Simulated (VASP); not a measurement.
Al, 1 atom in the cell. The structure is cubic, space group Pm-3m (No. 221). The conventional cell has a = 2.702 Å, b = 2.702 Å, c = 2.702 Å, α = 90.00°, β = 90.00°, γ = 90.00°. Al (site symmetry m-3m) has 6 Al at 2.70 Å within 3.6 Å. 

- Program: VASP 6.6.1
- Task: single point
- Functional: PBEsol
- Potentials or basis: VASP PAW PBE potentials, release 64 (Al)
- Cutoff: 520 eV
- k mesh: 16 × 16 × 16
- Occupations: fermi-dirac, width 0.08 eV
- Spin: no spin polarisation
- Dipole correction: no
- Further INCAR settings: ALGO = Normal; EDIFF = 1e-07; NBANDS = 8

Potentials or basis: VASP PAW PBE potentials, release 64 (Al).

The run is started by

```bash
$ cat potpaw_PBE.64/Al/POTCAR > POTCAR
$ mpirun -np 1 vasp_std > vasp.out
```

Hardware: 1 thread of AMD EPYC 7R43 64-Core Processor (Zen 3), on a shared host.

Q: Estimate the wall time of this run.

A: Run time: 17 s on 1 thread of AMD EPYC 7R43 64-Core Processor (Zen 3), on a shared host, peak memory 0.09 GiB. Counts: scf iterations 11, k points 165.
